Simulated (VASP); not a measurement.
# PbSe (P4/nmm) in VASP: a series of runs, part 2 of 2

VASP 6.6.1.

## (3) Relaxation of cell and atoms, PBE

This run uses another cell than the first one, of 30.20 Å³/atom.

The input, INCAR:

```
ALGO = Normal
EDIFF = 1E-6
EDIFFG = -0.01
ENCUT = 600
GGA = PE
IBRION = 2
ISIF = 3
ISMEAR = 0
LASPH = T
LCHARG = F
LREAL = F
LWAVE = F
NELM = 100
NSW = 50
PREC = Accurate
SIGMA = 0.05
```

The input, KPOINTS:

```
k-points
0
Gamma
  6 6 8
```

The input, POSCAR:

```
PbSe
1.0
    5.3494553078      0.0000000000      0.0000000000
    0.0000000000      5.3494553078      0.0000000000
    0.0000000000      0.0000000000      4.2212686564
Pb Se
2 2
Direct
    0.5000000000      0.0000000000      0.3182456201
    0.0000000000      0.5000000000      0.6817543799
    0.0000000000      0.0000000000      0.0000000000
    0.5000000000      0.5000000000      0.0000000000
```

Potentials or basis: VASP PAW PBE potentials, release 64 (Pb_d, Se).

On the command line:

```
> cat potpaw_PBE.64/Pb_d/POTCAR potpaw_PBE.64/Se/POTCAR > POTCAR
> mpirun -np 1 vasp_std > vasp.out
```

OUTCAR:

```text
EDIFF = 1E-6
   EDIFFG = -0.01
   ENCUT = 600
   GGA = PE
   IBRION = 2
   ISIF = 3
   ISMEAR = 0
   LASPH = T
   LREAL = F
   NELM = 100
   NSW = 50
   PREC = Accurate

 ion  position               nearest neighbor table
   1  0.500  0.000  0.318-   3 2.99   4 2.99   4 2.99   3 2.99   2 4.08   2 4.08   2 4.08   2 4.08

   2  0.000  0.500  0.682-   3 2.99   4 2.99   3 2.99   4 2.99   1 4.08   1 4.08   1 4.08   1 4.08

   3  0.000  0.000  0.000-   1 2.99   2 2.99   2 2.99   1 2.99
   4  0.500  0.500  0.000-   1 2.99   2 2.99   1 2.99   2 2.99

  LATTYP: Found a simple tetragonal cell.
 ALAT       =     5.3494553078
 C/A-ratio  =     0.7891025186

  Lattice vectors:

 A1 = (   5.3494553078,   0.0000000000,   0.0000000000)
 A2 = (   0.0000000000,   5.3494553078,   0.0000000000)
 A3 = (   0.0000000000,   0.0000000000,   4.2212686564)

Analysis of symmetry for initial positions (statically):
=====================================================================
 Subroutine PRICEL returns:
 Original cell was already a primitive cell.

 Routine SETGRP: Setting up the symmetry group for a
 simple tetragonal supercell.

 Subroutine GETGRP returns: Found 16 space group operations
 (whereof  8 operations were pure point group operations)
 out of a pool of 16 trial point group operations.

The static configuration has the point symmetry D_2d.
 The point group associated with its full space group is D_4h.

Analysis of symmetry for dynamics (positions and initial velocities):
=====================================================================
 Subroutine PRICEL returns:
 Original cell was already a primitive cell.

 Routine SETGRP: Setting up the symmetry group for a
 simple tetragonal supercell.

 Subroutine GETGRP returns: Found 16 space group operations
 (whereof  8 operations were pure point group operations)
[... 180 lines left out ...]
      2.67473      0.00000      1.34340        -0.000000      0.000000      0.006657
      0.00000      2.67473      2.87787         0.000000      0.000000     -0.006657
      0.00000      0.00000      0.00000         0.000000      0.000000      0.000000
      2.67473      2.67473      0.00000         0.000000     -0.000000      0.000000
 -----------------------------------------------------------------------------------
    total drift:                                0.000000      0.000000     -0.000000

  FREE ENERGIE OF THE ION-ELECTRON SYSTEM (eV)
  ---------------------------------------------------
  free  energy   TOTEN  =       -15.7079484092 eV

  energy  without entropy=      -15.7079484092  energy(sigma->0) =      -15.70794841

--------------------------------------- Ionic step        2  -------------------------------------------

 number of electron      39.9999994 magnetization

 Free energy of the ion-electron system (eV)
  ---------------------------------------------------
  ext. energy  EPLUGINS =         0.00000000
  ---------------------------------------------------
  free energy    TOTEN  =       -15.70797524 eV

  energy without entropy =      -15.70797524  energy(sigma->0) =      -15.70797524

 E-fermi :   4.3791     XC(G=0):  -9.3130

 val. band max:        4.1692305276   @ k =   0.5000   0.5000   0.5000
 cond. band min:       4.5995589480   @ k =   0.1667   0.1667   0.3750
 fundamental gap:      0.4303284204
 Fermi energy:         4.3791480626

 k-point     1 :       0.0000    0.0000    0.0000
  band No.  band energies     occupation
      1     -12.4870      2.00000
      2     -12.4745      2.00000
      3     -12.4667      2.00000
      4     -12.4464      2.00000
      5     -12.4464      2.00000
      6     -12.4315      2.00000
[... 637 lines left out ...]
     23       7.5975      0.00000
     24       7.5975      0.00000

 [... further k-points ...]
[... 5 lines left out ...]
  --------------------------------------------------------------------------------------
  -------------------------------------------------------------------------------------
  Total       -0.0025524     -0.0025524     -0.0166956      0.0000000      0.0000000      0.0000000
  in kB       -0.0338083     -0.0338083     -0.2211419      0.0000000      0.0000000      0.0000000
  external PRESSURE =      -0.0962528 kB  Pullay stress =       0.0000000 kB

 VOLUME and BASIS-vectors are now :
 -----------------------------------------------------------------------------
  energy-cutoff  :      600.00
  volume of cell :      120.96
      direct lattice vectors                 reciprocal lattice vectors
     5.352757651  0.000000000  0.000000000     0.186819592  0.000000000  0.000000000
     0.000000000  5.352757651 -0.000000000     0.000000000  0.186819592 -0.000000000
     0.000000000  0.000000000  4.221702912     0.000000000  0.000000000  0.236871239

 POSITION                                       TOTAL-FORCE (eV/Angst)
 -----------------------------------------------------------------------------------
      2.67638      0.00000      1.34386         0.000000     -0.000000     -0.000963
      0.00000      2.67638      2.87784        -0.000000      0.000000      0.000963
      0.00000      0.00000     -0.00000         0.000000     -0.000000      0.000000
      2.67638      2.67638     -0.00000         0.000000      0.000000      0.000000
 -----------------------------------------------------------------------------------
    total drift:                                0.000000      0.000000      0.000000

  FREE ENERGIE OF THE ION-ELECTRON SYSTEM (eV)
  ---------------------------------------------------
  free  energy   TOTEN  =       -15.7079752427 eV

  energy  without entropy=      -15.7079752427  energy(sigma->0) =      -15.70797524

 reached required accuracy - stopping structural energy minimisation
```

OSZICAR:

```text
N       E                     dE             d eps       ncg     rms          rms(c)
DAV:   1     0.408515515797E+03    0.40852E+03   -0.20634E+04  2400   0.192E+03
DAV:   2     0.291110038222E+02   -0.37940E+03   -0.37524E+03  2432   0.458E+02
DAV:   3    -0.148228369692E+02   -0.43934E+02   -0.43100E+02  3200   0.163E+02
DAV:   4    -0.164933454362E+02   -0.16705E+01   -0.16695E+01  2528   0.368E+01
[... 12 lines left out ...]
DAV:   2    -0.157080843700E+02    0.54156E-03   -0.14476E-03  2880   0.530E-01    0.535E-02
DAV:   3    -0.157079803514E+02    0.10402E-03   -0.45058E-04  2912   0.293E-01    0.100E-02
DAV:   4    -0.157079767427E+02    0.36087E-05   -0.20575E-05  3128   0.355E-02    0.429E-03
DAV:   5    -0.157079755370E+02    0.12057E-05   -0.11441E-06  1656   0.113E-02    0.194E-03
DAV:   6    -0.157079752427E+02    0.29432E-06   -0.52252E-07  1448   0.870E-03
   2 F= -.15707975E+02 E0= -.15707975E+02  d E =-.268335E-04
```

CONTCAR:

```text
PbSe
   1.00000000000000
     5.3527576508567956    0.0000000000000000    0.0000000000000000
     0.0000000000000000    5.3527576508567956   -0.0000000000000000
     0.0000000000000000    0.0000000000000000    4.2217029124213239
  Pb              Se
     2     2
Direct
     0.5000000000000000    0.0000000000000000    0.3183217005634139
     0.0000000000000000    0.5000000000000000    0.6816782994365862
     0.0000000000000000    0.0000000000000000    0.0000000000000000
     0.5000000000000000    0.5000000000000000    0.0000000000000000

  0.00000000E+00  0.00000000E+00  0.00000000E+00
  0.00000000E+00  0.00000000E+00  0.00000000E+00
  0.00000000E+00  0.00000000E+00  0.00000000E+00
  0.00000000E+00  0.00000000E+00  0.00000000E+00
```

It took 7.6 min on 1 thread of AMD EPYC 9755, shared host; peak memory 0.35 GiB.

What came out:

| Item | Value |
| --- | --- |
| Free energy | -15.7080 eV |
| Relaxed volume | 30.24 Å³/atom |
| Relaxed cell | a = 5.353 Å, b = 5.353 Å, c = 4.222 Å, α = 90.00°, β = 90.00°, γ = 90.00° |
| Space group after relaxing (to 0.1 Å) | P4/nmm (No. 129) |
| Energy gained by relaxing | 0.0 meV/atom |
| Ionic steps | 2 |
| Pressure after relaxing | 0.0 GPa |
| Band gap on the k mesh | 0.43 eV (least direct gap 0.89 eV) |

Final structure:
```yaml
crystal:
  lattice:
    - [5.35276, 0.00000, 0.00000]
    - [0.00000, 5.35276, 0.00000]
    - [0.00000, 0.00000, 4.22170]
  atoms:
    - { symbol: Pb, position: [0.50000, 0.00000, 0.31832] }
    - { symbol: Pb, position: [0.00000, 0.50000, 0.68168] }
    - { symbol: Se, position: [0.00000, 0.00000, 0.00000] }
    - { symbol: Se, position: [0.50000, 0.50000, 0.00000] }
```

Caveat: spin-orbit coupling is left out, which moves the levels of the heavy elements.
